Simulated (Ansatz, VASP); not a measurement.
One calculation of Cu2BrCl, two programs

```
Br Cu Cl
1.0
     1.81763    1.04941    5.92406
    -1.81763    1.04941    5.92406
     0.00000   -2.09882    5.92406
Br Cu Cl
1 2 1
Cartesian
  0.0000 0.0000 0.0000
  0.0000 0.0000 13.3576
  0.0000 0.0000 4.4146
  0.0000 0.0000 8.8861
```

Alike in both runs: task single point; functional PBE; k mesh 8 × 8 × 8; occupations fermi-dirac, width 0.05 eV; no spin polarisation.

|  | VASP | Ansatz |
| --- | --- | --- |
| version | VASP 6.6.1 | Ansatz 0.2.0 |
| potentials or method | VASP PAW PBE potentials, release 64 (Br, Cu, Cl) | Ansatz PAW |
| plane-wave cutoff (eV) | 520 | 420 |
| valence electrons in the cell | 36 | 52 |

```tsv
	VASP	Ansatz	Ansatz less VASP
gap on the k mesh at the Fermi level (eV)	0.37	0.36	-0.010
least direct gap on the mesh (eV)	0.38	0.37	-0.002
pressure (GPa)	5.3	5.4	+0.11
traceless stress, the component that is largest in VASP (GPa)	-0.10	-0.10	+0.001
rms of the force components (eV/Å)	0.071	0.072	+0.0009
```

Atom by atom the forces differ by 0.001 eV/Å (rms over components). VASP's potentials hold 36 valence electrons a cell and Ansatz's 52, so a difference there can come from the potentials and not from the codes.
